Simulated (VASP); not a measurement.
# Ti3Al4Ni (P4/mmm) in VASP: single point with PBE

Aim: the single point of Ti3Al4Ni with PBE.

Program: VASP 6.6.1. These are calculated values, not measurements. Logs are shortened: lines on timing, memory, paths and dates and some standing lists are left out, and cuts for length are marked.

## (1) The cell of the first run

Symmetry: P4/mmm, No. 123, tetragonal system. Conventional cell: a = 6.276 Å, b = 6.276 Å, c = 3.092 Å, α = 90.00°, β = 90.00°, γ = 90.00°. Ti (site symmetry mmm) has 8 Al at 2.71 Å and 4 Ti at 3.09 to 3.14 Å and 2 Ni at 3.14 Å within 3.6 Å. Within 3.8 Å of Ti (site symmetry 4/mmm) lie 8 Al at 2.90 Å and 6 Ti at 3.09 to 3.14 Å. Within 3.3 Å of Al (site symmetry m2m) lie 2 Ni at 2.51 Å and 6 Ti at 2.71 to 2.90 Å and 4 Al at 2.81 to 3.09 Å. Ni (site symmetry 4/mmm) has 8 Al at 2.51 Å and 2 Ni at 3.09 Å and 4 Ti at 3.14 Å within 3.3 Å.

## (2) Single point, PBE

The input, POSCAR:

```
Ti3Al4Ni
1.0
    6.2763724000      0.0000000000      0.0000000000
    0.0000000000      6.2763724000      0.0000000000
    0.0000000000      0.0000000000      3.0917412000
Ti Al Ni
3 4 1
Direct
    0.5000000000      0.0000000000      0.5000000000
    0.5000000000      0.5000000000      0.5000000000
    0.0000000000      0.5000000000      0.5000000000
    0.2234760000      0.7765240000      0.0000000000
    0.2234760000      0.2234760000      0.0000000000
    0.7765240000      0.7765240000      0.0000000000
    0.7765240000      0.2234760000      0.0000000000
    0.0000000000      0.0000000000      0.5000000000
```

The input, INCAR.step1:

```
ALGO = Fast
EDIFF = 1E-6
ENCUT = 520
GGA = PE
ISIF = 2
ISMEAR = 0
LASPH = T
LCHARG = T
LMAXMIX = 4
LREAL = F
LWAVE = F
NBANDS = 39
NELM = 80
PREC = Accurate
SIGMA = 0.1
```

The input, KPOINTS.step1:

```
k-points
0
Gamma
  6 6 12
```

The input, INCAR.step2:

```
ALGO = Fast
EDIFF = 1E-6
ENCUT = 520
GGA = PE
ICHARG = 11
ISIF = 2
ISMEAR = -5
LASPH = T
LCHARG = F
LMAXMIX = 4
LORBIT = 11
LREAL = F
LWAVE = F
NBANDS = 39
NEDOS = 1001
NELM = 80
PREC = Accurate
SIGMA = 0.1
```

The input, KPOINTS.step2:

```
k-points
0
Gamma
  9 9 18
```

Potentials or basis: VASP PAW PBE potentials, release 64 (Ti_sv, Al, Ni).

The run is started by

```
cat potpaw_PBE.64/Ti_sv/POTCAR potpaw_PBE.64/Al/POTCAR potpaw_PBE.64/Ni/POTCAR > POTCAR
cp INCAR.step1 INCAR
cp KPOINTS.step1 KPOINTS
mpirun -np 1 vasp_std > vasp.out
cp INCAR.step2 INCAR
cp KPOINTS.step2 KPOINTS
mpirun -np 1 vasp_std > vasp.out
```

OUTCAR:

```text
EDIFF = 1E-6
   ENCUT = 520
   GGA = PE
   ICHARG = 11
   ISIF = 2
   ISMEAR = -5
   LASPH = T
   LORBIT = 11
   LREAL = F
   NELM = 80
   PREC = Accurate

 ion  position               nearest neighbor table
   1  0.500  0.000  0.500-   4 2.71   5 2.71   6 2.71   7 2.71   4 2.71   5 2.71   6 2.71   7 2.71

   2  0.500  0.500  0.500-   4 2.90   5 2.90   6 2.90   7 2.90   4 2.90   5 2.90   6 2.90   7 2.90

   3  0.000  0.500  0.500-   4 2.71   5 2.71   6 2.71   7 2.71   4 2.71   5 2.71   6 2.71   7 2.71

   4  0.223  0.777  0.000-   8 2.51   8 2.51   1 2.71   1 2.71   3 2.71   3 2.71   5 2.81   6 2.81
                             2 2.90   2 2.90
   5  0.223  0.223  0.000-   8 2.51   8 2.51   1 2.71   1 2.71   3 2.71   3 2.71   4 2.81   7 2.81
                             2 2.90   2 2.90
   6  0.777  0.777  0.000-   8 2.51   8 2.51   1 2.71   1 2.71   3 2.71   3 2.71   4 2.81   7 2.81
                             2 2.90   2 2.90
   7  0.777  0.223  0.000-   8 2.51   8 2.51   1 2.71   1 2.71   3 2.71   3 2.71   5 2.81   6 2.81
                             2 2.90   2 2.90
   8  0.000  0.000  0.500-   4 2.51   5 2.51   6 2.51   7 2.51   4 2.51   5 2.51   6 2.51   7 2.51

  LATTYP: Found a simple tetragonal cell.
 ALAT       =     6.2763724000
 C/A-ratio  =     0.4926000248

  Lattice vectors:

 A1 = (   6.2763724000,   0.0000000000,   0.0000000000)
 A2 = (   0.0000000000,   6.2763724000,   0.0000000000)
 A3 = (   0.0000000000,   0.0000000000,   3.0917412000)

Analysis of symmetry for initial positions (statically):
=====================================================================
 Subroutine PRICEL returns:
 Original cell was already a primitive cell.

 Routine SETGRP: Setting up the symmetry group for a
 simple tetragonal supercell.

 Subroutine GETGRP returns: Found 16 space group operations
 (whereof 16 operations were pure point group operations)
 out of a pool of 16 trial point group operations.

The static configuration has the point symmetry D_4h.

Analysis of symmetry for dynamics (positions and initial velocities):
=====================================================================
 Subroutine PRICEL returns:
 Original cell was already a primitive cell.

 Routine SETGRP: Setting up the symmetry group for a
 simple tetragonal supercell.

 Subroutine GETGRP returns: Found 16 space group operations
[... 133 lines left out ...]
   EFERMI_NEDOS =   21; number of points for ismear=-14 and -15
   IALGO  =     68    algorithm
   IMIX   =      4    mixing-type and parameters
     AMIX     =   0.40;   BMIX     =  1.00
     AMIX_MAG =   1.60;   BMIX_MAG =  1.00
  volume/ion in A,a.u.               =      15.22       102.74
  Fermi-wavevector in a.u.,A,eV,Ry     =   1.278431  2.415884 22.237171  1.634386
  Thomas-Fermi vector in A             =   2.410974
   LORBIT       =     11    0 simple, 1 ext, 2 COOP (PROOUT), +10 PAW based schemes
   GGA     = PE    functional components
   LHFCALC =     F    Hartree Fock is set to
   AEXX    =    0.0000 exact exchange contribution
   IVDW    =     0    specifies the selected vdW correction
   LEPSILON=     F    determine dielectric tensor
   LRPA    =     F    only Hartree local field effects (RPA)
 non-spin polarized calculation
 RMM-DIIS sequential band-by-band and
 Fermi weights with tetrahedron method with Bloechl corrections
  energy-cutoff  :      520.00
  volume of cell :      121.79
 maximum number of plane-waves:      3308
 NGX is ok and might be reduce to    48

 number of electron      58.0000000 magnetization

 Free energy of the ion-electron system (eV)
  ---------------------------------------------------
  ext. energy  EPLUGINS =         0.00000000
  ---------------------------------------------------
  free energy    TOTEN  =       -47.30043458 eV

  energy without entropy =      -47.30043458  energy(sigma->0) =      -47.30043458

 E-fermi :   8.7321     XC(G=0): -11.2181

 val. band max:        8.7419260439   @ k =   0.4444   0.3333   0.5000
 cond. band min:       8.6620624783   @ k =   0.1111   0.0000   0.2222
 fundamental gap:     -0.0798635656
 Fermi energy:         8.7321244051

 k-point     1 :       0.0000    0.0000    0.0000
  band No.  band energies     occupation
      1     -48.2654      2.00000
      2     -48.0196      2.00000
      3     -48.0194      2.00000
      4     -24.5419      2.00000
      5     -24.5419      2.00000
      6     -24.4545      2.00000
[... 997 lines left out ...]
     38      10.8146      0.00000
     39      11.7755      0.00000

 [... further k-points ...]

------------------------ aborting loop because EDIFF is reached ----------------------------------------

  FORCE on cell =-STRESS in cart. coord.  units (eV):
  Direction    XX          YY          ZZ          XY          YZ          ZX
  --------------------------------------------------------------------------------------
  -------------------------------------------------------------------------------------
  Total       -0.0371666     -0.0371666      0.2041318     -0.0000000     -0.0000000      0.0000000
  in kB       -0.4889252     -0.4889252      2.6853488     -0.0000000     -0.0000000      0.0000000
  external PRESSURE =       0.5691661 kB  Pullay stress =       0.0000000 kB

 VOLUME and BASIS-vectors are now :
 -----------------------------------------------------------------------------
  energy-cutoff  :      520.00
  volume of cell :      121.79
      direct lattice vectors                 reciprocal lattice vectors
     6.276372400  0.000000000  0.000000000     0.159327703  0.000000000  0.000000000
     0.000000000  6.276372400  0.000000000     0.000000000  0.159327703  0.000000000
     0.000000000  0.000000000  3.091741200     0.000000000  0.000000000  0.323442337

 POSITION                                       TOTAL-FORCE (eV/Angst)
 -----------------------------------------------------------------------------------
      3.13819      0.00000      1.54587         0.000000      0.000000     -0.000000
      3.13819      3.13819      1.54587         0.000000      0.000000     -0.000000
      0.00000      3.13819      1.54587         0.000000      0.000000     -0.000000
      1.40262      4.87375      0.00000         0.004244     -0.004244      0.000000
      1.40262      1.40262      0.00000         0.004244      0.004244     -0.000000
      4.87375      4.87375      0.00000        -0.004244     -0.004244     -0.000000
      4.87375      1.40262      0.00000        -0.004244      0.004244     -0.000000
      0.00000      0.00000      1.54587         0.000000      0.000000     -0.000000
 -----------------------------------------------------------------------------------
    total drift:                                0.000000      0.000000     -0.000000

  FREE ENERGIE OF THE ION-ELECTRON SYSTEM (eV)
  ---------------------------------------------------
  free  energy   TOTEN  =       -47.3004345797 eV

  energy  without entropy=      -47.3004345797  energy(sigma->0) =      -47.30043458

 total charge

# of ion       s       p       d       tot
------------------------------------------
    1        2.189   6.130   1.982  10.302
    2        2.185   6.094   1.891  10.170
    3        2.189   6.130   1.982  10.302
    4        0.414   0.411   0.000   0.825
    5        0.414   0.411   0.000   0.825
    6        0.414   0.411   0.000   0.825
    7        0.414   0.411   0.000   0.825
    8        0.476   0.482   8.464   9.422
--------------------------------------------------
tot          8.694  20.480  14.319  43.494
```

OSZICAR.step1:

```text
N       E                     dE             d eps       ncg     rms          rms(c)
DAV:   1     0.605828481043E+03    0.60583E+03   -0.26964E+04  5460   0.164E+03
DAV:   2     0.204329593866E+02   -0.58540E+03   -0.57153E+03  5460   0.481E+02
DAV:   3    -0.451931955089E+02   -0.65626E+02   -0.63704E+02  8331   0.147E+02
[... 24 lines left out ...]
RMM:  28    -0.473136584779E+02   -0.18769E-05   -0.27818E-05  7062   0.210E-02    0.153E-02
RMM:  29    -0.473136594237E+02   -0.94580E-06   -0.23611E-05  8366   0.244E-02    0.514E-03
RMM:  30    -0.473136602149E+02   -0.79121E-06   -0.13491E-05  6196   0.188E-02    0.230E-03
RMM:  31    -0.473136613370E+02   -0.11221E-05   -0.13909E-05  7636   0.214E-02    0.752E-03
RMM:  32    -0.473136615697E+02   -0.23276E-06   -0.76426E-06  5643   0.158E-02
   1 F= -.47313662E+02 E0= -.47306398E+02  d E =-.145271E-01
```

Run time: 14 min. Hardware: 1 thread of Intel Xeon 6975P-C (Granite Rapids), shared host; peak memory 0.67 GiB.

Results:

| Property | Result |
| --- | --- |
| Valence electrons inside the program's atomic spheres | Ti 10.30, 10.17 (each value once); Al 0.82; Ni 9.42 |

Levels at points of the mesh, in eV from the Fermi level:
| k point | band 27 | band 28 | band 29 | band 30 | band 31 | band 32 |
| --- | --- | --- | --- | --- | --- | --- |
| (0.00, 0.00, 0.00) | -0.78 | -0.70 | 0.24 | 0.79 | 0.84 | 0.84 |
| (0.00, 0.00, 0.50) | -1.25 | -1.15 | -0.86 | -0.64 | 0.78 | 0.78 |
